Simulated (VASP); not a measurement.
# Ga (I4/mmm) in VASP: notebook

Aim: see how the results for Ga move with the level of theory and the settings. Levels: RPBE, PBE0. Tasks: relaxation of cell and atoms, single point.

Program: VASP 6.6.1. These are calculated values, not measurements. Logs are shortened: lines on timing, memory, paths and dates and some standing lists are left out, and cuts for length are marked.

### 1 The cell of the first run

Symmetry: I4/mmm, No. 139, tetragonal system. The conventional cell has a = 2.769 Å, b = 2.769 Å, c = 4.622 Å, α = 90.00°, β = 90.00°, γ = 90.00°. Within 3.6 Å of Ga (site symmetry 4/mmm) lie 12 Ga at 2.77 to 3.03 Å.

### 2 Relaxation of cell and atoms, RPBE

The input, INCAR:

```
SYSTEM = Ga
  PREC = Accurate
  ENCUT = 600
  EDIFF = 1E-6
  ISMEAR = -1
  SIGMA = 0.05
  LREAL = .FALSE.
  LASPH = .TRUE.
  NELM = 60
  ALGO = Normal
  ISIF = 3
  LWAVE = .FALSE.
  LCHARG = .FALSE.
  GGA = RP
  IBRION = 2
  NSW = 60
  EDIFFG = -0.01
```

The input, KPOINTS:

```
regular mesh
0
G
  13 13 13
  0 0 0
```

The input, POSCAR:

```
Ga
1.0
   -1.3843987196      1.3843987196      2.3112238365
    1.3843987196     -1.3843987196      2.3112238365
    1.3843987196      1.3843987196     -2.3112238365
Ga
1
Direct
    0.0000000000      0.0000000000      0.0000000000
```

Potentials or basis: VASP PAW PBE potentials, release 64 (Ga_d).

Started as:

```bash
cat potpaw_PBE.64/Ga_d/POTCAR > POTCAR
mpirun -np 1 vasp_std > vasp.out
```

OUTCAR:

```text
SYSTEM = Ga
   PREC = Accurate
   ENCUT = 600
   EDIFF = 1E-6
   ISMEAR = -1
   LREAL = .FALSE.
   LASPH = .TRUE.
   NELM = 60
   ISIF = 3
   GGA = RP
   IBRION = 2
   NSW = 60
   EDIFFG = -0.01

 ion  position               nearest neighbor table
   1  0.000  0.000  0.000-

  LATTYP: Found a body centered tetragonal cell.
 ALAT       =     2.7687974392
 C/A-ratio  =     1.6694784557

  Lattice vectors:

 A1 = (  -1.3843987196,   1.3843987196,   2.3112238365)
 A2 = (   1.3843987196,  -1.3843987196,   2.3112238365)
 A3 = (   1.3843987196,   1.3843987196,  -2.3112238365)

Analysis of symmetry for initial positions (statically):
=====================================================================
 Subroutine PRICEL returns:
 Original cell was already a primitive cell.

 Routine SETGRP: Setting up the symmetry group for a
 body centered tetragonal supercell.

 Subroutine GETGRP returns: Found 16 space group operations
 (whereof 16 operations were pure point group operations)
 out of a pool of 16 trial point group operations.

The static configuration has the point symmetry D_4h.

Analysis of symmetry for dynamics (positions and initial velocities):
=====================================================================
 Subroutine PRICEL returns:
 Original cell was already a primitive cell.

 Routine SETGRP: Setting up the symmetry group for a
 body centered tetragonal supercell.

 Subroutine GETGRP returns: Found 16 space group operations
 (whereof 16 operations were pure point group operations)
 out of a pool of 16 trial point group operations.

The dynamic configuration has the point symmetry D_4h.

 Subroutine INISYM returns: Found 16 space group operations
 (whereof 16 operations are pure point group operations),
 and found     1 'primitive' translations

----------------------------------------------------------------------------------------

                                     Primitive cell

  volume of cell :      17.7184

  direct lattice vectors                    reciprocal lattice vectors
    -1.384398720  1.384398720  2.311223836     0.000000000  0.361167627  0.216335602
     1.384398720 -1.384398720  2.311223836     0.361167627  0.000000000  0.216335602
     1.384398720  1.384398720 -2.311223836     0.361167627  0.361167627  0.000000000

  length of vectors
     3.029005654  3.029005654  3.029005654     0.421002550  0.421002550  0.510768156

  position of ions in fractional coordinates (direct lattice)
     0.000000000  0.000000000  0.000000000

  ion indices of the primitive-cell ions
   primitive index   ion index
                 1           1

----------------------------------------------------------------------------------------

 KPOINTS: regular mesh

Automatic generation of k-mesh.
 Grid dimensions read from file:
 generate k-points for:   13   13   13

 Generating k-lattice:

  Cartesian coordinates                     Fractional coordinates (reciprocal lattice)
     0.000000000  0.027782125  0.016641200     0.076923077  0.000000000  0.000000000
     0.027782125  0.000000000  0.016641200     0.000000000  0.076923077  0.000000000
     0.027782125  0.027782125  0.000000000     0.000000000  0.000000000  0.076923077

  Length of vectors
     0.032384812  0.032384812  0.039289858

  Shift w.r.t. Gamma in fractional coordinates (k-lattice)
     0.000000000  0.000000000  0.000000000

 Subroutine IBZKPT returns following result:
 ===========================================

 Found    196 irreducible k-points:

 Following reciprocal coordinates:
            Coordinates               Weight
  0.000000  0.000000  0.000000      1.000000
  0.076923 -0.000000  0.000000      8.000000
  0.153846 -0.000000  0.000000      8.000000
  0.230769  0.000000  0.000000      8.000000
  0.307692 -0.000000  0.000000      8.000000
  0.384615  0.000000 -0.000000      8.000000
[... 16 lines left out ...]
  0.384615  0.153846  0.000000     16.000000
  0.461538  0.153846 -0.000000     16.000000
 [... further k-points ...]
   k-points           NKPTS =    196   k-points in BZ     NKDIM =    196   number of bands    NBANDS=     10
   number of dos      NEDOS =    301   number of ions     NIONS =      1
   total plane-waves  NPLWV =  13824
   dimension x,y,z NGX =    24 NGY =   24 NGZ =   24
   dimension x,y,z NGXF=    48 NGYF=   48 NGZF=   48
   ions per type =               1
   NGX,Y,Z   is equivalent  to a cutoff of  13.17, 13.17, 13.17 a.u.
   NGXF,Y,Z  is equivalent  to a cutoff of  26.34, 26.34, 26.34 a.u.
 SYSTEM =  Ga
   PREC   = accura    normal or accurate (medium, high low for compatibility)
   ISTART =      0    job   : 0-new  1-cont  2-samecut
   ICHARG =      2    charge: 1-file 2-atom 10-const
   ISPIN  =      1    spin polarized calculation?
   LNONCOLLINEAR =      F non collinear calculations
   LSORBIT =      F    spin-orbit coupling
   LASPH  =      T    aspherical Exc in radial PAW
   ENCUT  =  600.0 eV  44.10 Ry    6.64 a.u.   6.05  6.05  6.05*2*pi/ulx,y,z
   NELM   =     60;   NELMIN=  2; NELMDL= -5     # of ELM steps
   EDIFF  = 0.1E-05   stopping-criterion for ELM
   LREAL  =      F    real-space projection
   EDIFFG = -.1E-01   stopping-criterion for IOM
   NSW    =     60    number of steps for IOM
   IBRION =      2    ionic relax: 0-MD 1-quasi-New 2-CG
   NFREE  =      1    steps in history (QN), initial steepest desc. (CG)
   ISIF   =      3    stress and relaxation
   ISYM   =      2    0-nonsym 1-usesym 2-fastsym
   POTIM  = 0.5000    time-step for ionic-motion
   TEBEG  =    0.0;   TEEND  =   0.0 temperature during run
   PSTRESS=    0.0 pullay stress
   NELECT =      13.0000    total number of electrons
   NUPDOWN=      -1.0000    fix difference up-down
   EMIN   =  10.00;   EMAX   =-10.00  energy-range for DOS
   EFERMI =   0.00;   METHOD = LEGACY
   ISMEAR =    -1;   SIGMA  =   0.05  broadening in eV -4-tet -1-fermi 0-gaus
   EFERMI_NEDOS =   21; number of points for ismear=-14 and -15
   IALGO  =     38    algorithm
   IMIX   =      4    mixing-type and parameters
     AMIX     =   0.40;   BMIX     =  1.00
     AMIX_MAG =   1.60;   BMIX_MAG =  1.00
  volume/ion in A,a.u.               =      17.72       119.57
  Fermi-wavevector in a.u.,A,eV,Ry     =   1.476549  2.790273 29.663375  2.180197
  Thomas-Fermi vector in A             =   2.591062
   LORBIT       =      0    0 simple, 1 ext, 2 COOP (PROOUT), +10 PAW based schemes
   GGA     = RP    functional components
   LHFCALC =     F    Hartree Fock is set to
   AEXX    =    0.0000 exact exchange contribution
   IVDW    =     0    specifies the selected vdW correction
   LEPSILON=     F    determine dielectric tensor
   LRPA    =     F    only Hartree local field effects (RPA)
 conjugate gradient relaxation of ions
 non-spin polarized calculation
  energy-cutoff  :      600.00
  volume of cell :       17.72
 maximum number of plane-waves:       622
   NGX = 13   NGY = 13   NGZ = 13

--------------------------------------- Ionic step        1  -------------------------------------------

 number of electron      12.9999997 magnetization

 Free energy of the ion-electron system (eV)
  ---------------------------------------------------
  ext. energy  EPLUGINS =         0.00000000
  ---------------------------------------------------
  free energy    TOTEN  =        -2.50517782 eV

  energy without entropy =       -2.50239450  energy(sigma->0) =       -2.50378616

------------------------ aborting loop because EDIFF is reached ----------------------------------------

  FORCE on cell =-STRESS in cart. coord.  units (eV):
  Direction    XX          YY          ZZ          XY          YZ          ZX
  --------------------------------------------------------------------------------------
  -------------------------------------------------------------------------------------
  Total        0.6525668      0.6525668      0.5587642      0.0000000     -0.0000000      0.0000000
  in kB       59.0080383     59.0080383     50.5259843      0.0000000     -0.0000000      0.0000000
  external PRESSURE =      56.1806870 kB  Pullay stress =       0.0000000 kB
[... 86 lines left out ...]
  FREE ENERGIE OF THE ION-ELECTRON SYSTEM (eV)
  ---------------------------------------------------
  free  energy   TOTEN  =        -2.5352090957 eV

  energy  without entropy=       -2.5306838817  energy(sigma->0) =       -2.53294649

[... ionic steps 4 to 16 ...]

--------------------------------------- Ionic step       17  -------------------------------------------

 number of electron      13.0000001 magnetization

------------------------ aborting loop because EDIFF is reached ----------------------------------------

  FORCE on cell =-STRESS in cart. coord.  units (eV):
  Direction    XX          YY          ZZ          XY          YZ          ZX
  --------------------------------------------------------------------------------------
  -------------------------------------------------------------------------------------
  Total       -0.0198348     -0.0198348     -0.0104996      0.0000000     -0.0000000      0.0000000
  in kB       -1.6117874     -1.6117874     -0.8532055      0.0000000     -0.0000000      0.0000000
  external PRESSURE =      -1.3589267 kB  Pullay stress =       0.0000000 kB
[... 55 lines left out ...]
  energy  without entropy=       -2.5369764606  energy(sigma->0) =       -2.53867399

--------------------------------------- Ionic step       19  -------------------------------------------

 number of electron      13.0000001 magnetization

 Free energy of the ion-electron system (eV)
  ---------------------------------------------------
  ext. energy  EPLUGINS =         0.00000000
  ---------------------------------------------------
  free energy    TOTEN  =        -2.54037370 eV

  energy without entropy =       -2.53697948  energy(sigma->0) =       -2.53867659

 E-fermi :   5.2127     XC(G=0): -10.6748

 val. band max:        5.2091171662   @ k =   0.3846   0.2308   0.1538
 cond. band min:       5.2189395228   @ k =   0.3846   0.3077   0.1538
 fundamental gap:      0.0098223566
 Fermi energy:         5.2127207924

 k-point     1 :       0.0000    0.0000    0.0000
  band No.  band energies     occupation
      1      -9.6607      2.00000
      2      -9.5795      2.00000
      3      -9.5795      2.00000
      4      -9.5494      2.00000
      5      -9.4579      2.00000
      6      -5.4172      2.00000
      7      17.0988      0.00000
      8      17.0988      0.00000
      9      17.1295      0.00000
     10      20.6899      0.00000
[... 287 lines left out ...]
 k-point    24 :       0.4615    0.1538   -0.0000
  band No.  band energies     occupation
      1      -9.6508      2.00000
      2      -9.5992      2.00000
      3      -9.5656      2.00000
      4      -9.4631      2.00000
      5      -9.4021      2.00000
      6       0.9062      2.00000
      7       2.1375      2.00000
      8      11.6509      0.00000
      9      12.7152      0.00000
     10      16.3804      0.00000

 [... further k-points ...]

------------------------ aborting loop because EDIFF is reached ----------------------------------------

  FORCE on cell =-STRESS in cart. coord.  units (eV):
  Direction    XX          YY          ZZ          XY          YZ          ZX
  --------------------------------------------------------------------------------------
  -------------------------------------------------------------------------------------
  Total       -0.0059882     -0.0059882      0.0063114      0.0000000     -0.0000000     -0.0000000
  in kB       -0.4869167     -0.4869167      0.5131930      0.0000000     -0.0000000     -0.0000000
  external PRESSURE =      -0.1535468 kB  Pullay stress =       0.0000000 kB
[... 16 lines left out ...]
  FREE ENERGIE OF THE ION-ELECTRON SYSTEM (eV)
  ---------------------------------------------------
  free  energy   TOTEN  =        -2.5403737035 eV

  energy  without entropy=       -2.5369794750  energy(sigma->0) =       -2.53867659

 reached required accuracy - stopping structural energy minimisation
```

Wall time 8.2 min (1 thread of AMD EPYC 7R13, shared host); peak memory 0.15 GiB.

Results:

* Free energy: -2.5404 eV
* Relaxed volume: 19.70 Å³/atom
* Relaxed cell: a = 3.089 Å, b = 3.089 Å, c = 3.089 Å, α = 123.28°, β = 123.28°, γ = 84.41°
* Space group after relaxing (to 0.1 Å): I4/mmm (No. 139)
* Energy gained by relaxing: 35.2 meV/atom
* Ionic steps: 19
* Pressure after relaxing: 0.0 GPa
* Band gap on the k mesh: zero (an odd number of electrons rules out a gap without spin polarisation)

The path:
| step | energy change (eV) | largest force (eV/Å) | pressure (GPa) | volume (Å³) |
| --- | --- | --- | --- | --- |
| 1 | 0.0000 | 0.0000 | 5.62 | 17.72 |
| 2 | -0.0295 | 0.0000 | 0.65 | 19.36 |
| 3 | -0.0300 | 0.0000 | -0.13 | 19.73 |
| 4 | -0.0301 | 0.0000 | -0.02 | 19.67 |
| 5 | -0.0301 | 0.0000 | 0.05 | 19.63 |
| 6 | -0.0302 | 0.0000 | 0.00 | 19.63 |
| 7 | -0.0306 | 0.0000 | 0.00 | 19.62 |
| 8 | -0.0326 | 0.0000 | 0.05 | 19.61 |
| 9 | -0.0351 | 0.0000 | 0.35 | 19.56 |
| 10 | -0.0351 | 0.0000 | 0.35 | 19.57 |
| 11 | -0.0352 | 0.0000 | -0.03 | 19.66 |
| 12 | -0.0352 | 0.0000 | 0.12 | 19.64 |
| 13 | -0.0352 | 0.0000 | 0.11 | 19.65 |
| 14 | -0.0352 | 0.0000 | 0.10 | 19.65 |
| 15 | -0.0352 | 0.0000 | 0.09 | 19.66 |
| 16 | -0.0352 | 0.0000 | 0.26 | 19.65 |
| 17 | -0.0352 | 0.0000 | -0.14 | 19.72 |
| 18 | -0.0352 | 0.0000 | 0.05 | 19.70 |
| 19 | -0.0352 | 0.0000 | -0.02 | 19.70 |

Final structure:
```xyz
1
Lattice="-1.4673 1.4673 2.2880 1.4673 -1.4673 2.2880 1.4673 1.4673 -2.2880" Properties=species:S:1:pos:R:3 pbc="T T T"
Ga    0.0000    0.0000    0.0000
```

Levels at points of the mesh, in eV from the Fermi level:
| k point | band 3 | band 4 | band 5 | band 6 | band 7 | band 8 | band 9 | band 10 |
| --- | --- | --- | --- | --- | --- | --- | --- | --- |
| (0.00, 0.00, 0.00) | -14.79 | -14.76 | -14.67 | -10.63 | 11.89 | 11.89 | 11.92 | 15.48 |

Caveat: the PAW data sets were made with another functional, which shifts forces and pressure a little.

### 3 Single point, PBE0

This run uses another cell than the first one, of 16.66 Å³/atom.

The input, POSCAR:

```
Ga
1.0
   -1.3561377546      1.3561377546      2.2640427644
    1.3561377546     -1.3561377546      2.2640427644
    1.3561377546      1.3561377546     -2.2640427644
Ga
1
Direct
    0.0000000000      0.0000000000      0.0000000000
```

The input, INCAR.step1:

```
ALGO     = Normal         # electronic algorithm
EDIFF    = 1E-5           # SCF threshold, eV
ENCUT    = 520            # plane-wave cutoff, eV
GGA      = PE             # functional
ISIF     = 2              # what is computed and relaxed
ISMEAR   = -1             # smearing method
LASPH    = T              # aspherical terms in the spheres
LCHARG   = F              # write CHGCAR
LREAL    = F              # projectors in reciprocal space
LWAVE    = T              # write WAVECAR
NBANDS   = 12             # bands
NELM     = 100            # most SCF steps
PREC     = Accurate       # precision mode
SIGMA    = 0.05           # smearing width, eV
```

The input, INCAR.step2:

```
AEXX     = 0.25           # exact-exchange fraction
ALGO     = Normal         # electronic algorithm
EDIFF    = 1E-6           # SCF threshold, eV
ENCUT    = 520            # plane-wave cutoff, eV
GGA      = PE             # functional
ISIF     = 2              # what is computed and relaxed
ISMEAR   = -1             # smearing method
ISTART   = 1            
LASPH    = T              # aspherical terms in the spheres
LCHARG   = F              # write CHGCAR
LHFCALC  = T              # exact exchange
LREAL    = F              # projectors in reciprocal space
LWAVE    = F              # write WAVECAR
NBANDS   = 12             # bands
NELM     = 100            # most SCF steps
PREC     = Accurate       # precision mode
PRECFOCK = Normal       
SIGMA    = 0.05           # smearing width, eV
```

The input, KPOINTS:

```
k-points
0
Gamma
  6 6 6
```

Potentials or basis: VASP PAW PBE potentials, release 64 (Ga_d).

Started as:

```bash
cat potpaw_PBE.64/Ga_d/POTCAR > POTCAR
cp INCAR.step1 INCAR
mpirun -np 1 vasp_std > vasp.out
cp INCAR.step2 INCAR
mpirun -np 1 vasp_std > vasp.out
```

Wall time 38 min (1 thread of Intel Xeon 8259CL, shared host); peak memory 0.16 GiB.

It converged, with:

| Quantity | Value |
| --- | --- |
| Free energy | -3.5651 eV |
| Pressure | 8.2 GPa |
| Band gap on the k mesh | zero (an odd number of electrons rules out a gap without spin polarisation) |

Stress tensor (GPa, compression positive):
```
13.42  0.00  0.00
 0.00 13.42  0.00
 0.00  0.00 -2.29
```

Levels at points of the mesh, in eV from the Fermi level:
```csv
k point,band 4,band 5,band 6,band 7,band 8,band 9
"(0.00, 0.00, 0.00)",-18.39,-18.20,-14.16,15.06,15.22,15.22
"(0.50, 0.00, 0.00)",-18.20,-18.14,-6.12,-5.75,9.48,13.39
"(0.50, 0.50, 0.00)",-18.19,-18.03,-3.02,-1.16,4.74,6.19
"(0.50, 0.50, 0.50)",-18.15,-18.14,-5.59,-5.38,8.53,8.53
```

Caveat: the k points lie up to 0.45 Å⁻¹ apart, too coarse for converged energies and pressures of a metal; the PAW data sets were made with another functional, which shifts forces and pressure a little.

The gap in the log of VASP goes by the Fermi energy; the results here count the filled bands.